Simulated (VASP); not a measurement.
LiSi16 (a cell with a defect), 17 atoms in the cell. The cell holds a defect, 17 atoms: a = 7.679 Å, b = 7.679 Å, c = 7.679 Å, α = 60.00°, β = 60.00°, γ = 60.00°. 

| Quantity | Value |
| --- | --- |
| Program | VASP 6.6.1 |
| Task | single point |
| Functional | PBE |
| Potentials or basis | VASP PAW PBE potentials, release 64 (Si, Li_sv) |
| Cutoff | 520 eV |
| k mesh | 2 × 2 × 2 |
| Occupations | gaussian, width 0.02 eV |
| Spin | no spin polarisation |
| Dipole correction | no |
| Charge | 1 |
| Further INCAR settings | LREAL = Auto; ALGO = Normal; EDIFF = 1e-06; NBANDS = 48; NELECT = 66.0 |

Potentials or basis: VASP PAW PBE potentials, release 64 (Si, Li_sv).

The run is started by

```console
$ cat potpaw_PBE.64/Si/POTCAR potpaw_PBE.64/Li_sv/POTCAR > POTCAR
$ mpirun -np 1 vasp_std > vasp.out
```

Hardware: 1 thread of Intel(R) Xeon(R) 6975P-C (Granite Rapids), on a shared host.

Estimate the wall time of this run.

Run time: 120 s on 1 thread of Intel(R) Xeon(R) 6975P-C (Granite Rapids) (shared host), peak memory 0.47 GiB. Counts: scf iterations 14, k points 8.
